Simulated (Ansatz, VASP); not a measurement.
# MgAl2Cl2: VASP beside Ansatz

```xyz
5
Lattice="4.0208 0.0000 0.0000 -2.0104 3.4821 0.0000 0.0000 0.0000 6.9259" Properties=species:S:1:pos:R:3 pbc="T T T"
Al    0.0000    2.3214    2.6132
Al    2.0104    1.1607    4.3128
Cl    0.0000    2.3214    5.0878
Cl    2.0104    1.1607    1.8381
Mg    0.0000    0.0000    0.0000
```

Alike in both runs: task relaxation of cell and atoms; functional PBE; k mesh 5 × 5 × 3; occupations fermi-dirac, width 0.0429 eV; no spin polarisation.

|  | VASP | Ansatz |
| --- | --- | --- |
| version | VASP 6.6.1 | Ansatz 0.2.0 |
| potentials or method | VASP PAW PBE potentials, release 64 (Al, Cl, Mg), cutoff 600 eV | PAW plane waves |
| valence electrons in the cell | 22 | 30 |

|  | VASP | Ansatz | Ansatz less VASP |
| --- | --- | --- | --- |
| gap on the k mesh at the Fermi level, each at its own relaxed structure (eV) | none | none | - |
| relaxed volume (Å³/atom) | 25.31 | 28.29 | +2.973 |
| relaxed cell length with the largest relative difference (Å) | 11.518 | 12.982 | +1.4644 |

A gap of «none» marks a metal or a gap that the smearing closes. One of these differences is far larger than is usual between the two programs; its cause wasn't traced. VASP's potentials hold 22 valence electrons a cell and Ansatz's 30, so a difference there can come from the potentials and not from the codes. Ansatz's warnings: structure snapped to symmetry.

The k mesh is coarse, so the values compare programs but aren't converged. Noted on VASP's run: the volume moved by over 15 % at a fixed basis, so the end points are rough.
